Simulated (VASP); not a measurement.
Wanted: the native input for a VASP 6.6.1 run.

* Task: single point
* Functional: PBE
* Potentials or basis: VASP PAW PBE potentials, release 64 (Cr_pv)
* Cutoff: 520 eV
* k mesh: 2 × 2 × 2
* Occupations: gaussian, width 0.1 eV
* Spin: collinear spin, antiferromagnetic start
* Starting moments: [-3.0, 3.0] μB
* Dipole correction: no
* Further INCAR settings: ALGO = Fast; EDIFF = 1e-06; NBANDS = 23

The structure of Cr lies in POSCAR:

```
Cr
1.0
    2.9688993551      0.0000000000      0.0000000000
    0.0000000000      2.9688993551      0.0000000000
    0.0000000000      0.0000000000      2.9688993551
Cr
2
Direct
    0.0000000000      0.0000000000      0.0000000000
    0.5000000000      0.5000000000      0.5000000000
```

The input as run:

INCAR

```
PREC = Accurate
ENCUT = 520
EDIFF = 1E-6
ISMEAR = 0
SIGMA = 0.1
LREAL = False
LASPH = True
NELM = 150
ALGO = Fast
ISIF = 2
LWAVE = False
LCHARG = False
ISPIN = 2
MAGMOM = -3 3
LORBIT = 11
LMAXMIX = 4
GGA = PE
NBANDS = 23
```

KPOINTS

```
regular mesh
0
Gamma
  2 2 2
```

Potentials or basis: VASP PAW PBE potentials, release 64 (Cr_pv).

The run is started by

```sh
$ cat potpaw_PBE.64/Cr_pv/POTCAR > POTCAR
$ mpirun -np 1 vasp_std > vasp.out
```

Results of the run:

- Pressure: -8.4 GPa
- Band gap on the k mesh: zero (filled and empty bands overlap)
- Net moment: 0.00 μB per cell
- Site moments: Cr -1.50, +1.50 μB
- Valence electrons inside the program's atomic spheres: Cr 10.87

Caveat: the k points lie up to 1.06 Å⁻¹ apart.

Run time: 7.9 s on 1 thread of Intel(R) Xeon(R) 6975P-C (Granite Rapids), on a shared host, peak memory 0.14 GiB.
